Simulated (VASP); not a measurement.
Crystal: CsBr.

```xyz
2
Lattice="4.3893 0.0000 0.0000 0.0000 4.3893 0.0000 0.0000 0.0000 4.3893" Properties=species:S:1:pos:R:3 pbc="T T T"
Cs    0.0000    0.0000    0.0000
Br    2.1947    2.1947    2.1947
```

* Program: VASP 6.6.1
* Task: relaxation of cell and atoms
* Functional: r2SCAN
* Potentials or basis: VASP PAW PBE potentials, release 64 (Cs_sv, Br)
* Cutoff: 550 eV
* k mesh: 6 × 6 × 6
* Occupations: fermi-dirac, width 0.02 eV
* Spin: no spin polarisation

At the start: pressure -0.6 GPa; volume 42.28 Å³/atom.

Task: Where does the relaxation end?

Result: Over 4 steps the energy falls by 3.3 meV/atom and the volume is 40.50 Å³/atom (-4.2 %); space group Pm-3m (No. 221, to 0.1 Å) before and after.

Step by step:
```csv
step,energy change (eV),largest force (eV/Å),pressure (GPa),volume (Å³)
1,0.0000,0.0000,-0.59,84.56
2,-0.0052,0.0000,-0.29,82.69
3,-0.0067,0.0000,-0.04,81.22
4,-0.0067,0.0000,0.01,81.01
```

Final structure:
```cif
data_structure
_symmetry_space_group_name_H-M 'P 1'
_symmetry_Int_Tables_number 1
_cell_length_a 4.3269
_cell_length_b 4.3269
_cell_length_c 4.3269
_cell_angle_alpha 90.000
_cell_angle_beta 90.000
_cell_angle_gamma 90.000
_cell_volume 81.01
loop_
_atom_site_label
_atom_site_type_symbol
_atom_site_fract_x
_atom_site_fract_y
_atom_site_fract_z
_atom_site_occupancy
Cs1 Cs 0.00000 0.00000 0.00000 1
Br1 Br 0.50000 0.50000 0.50000 1
```

Caveat: the PAW data sets were made with another functional, which shifts forces and pressure a little.
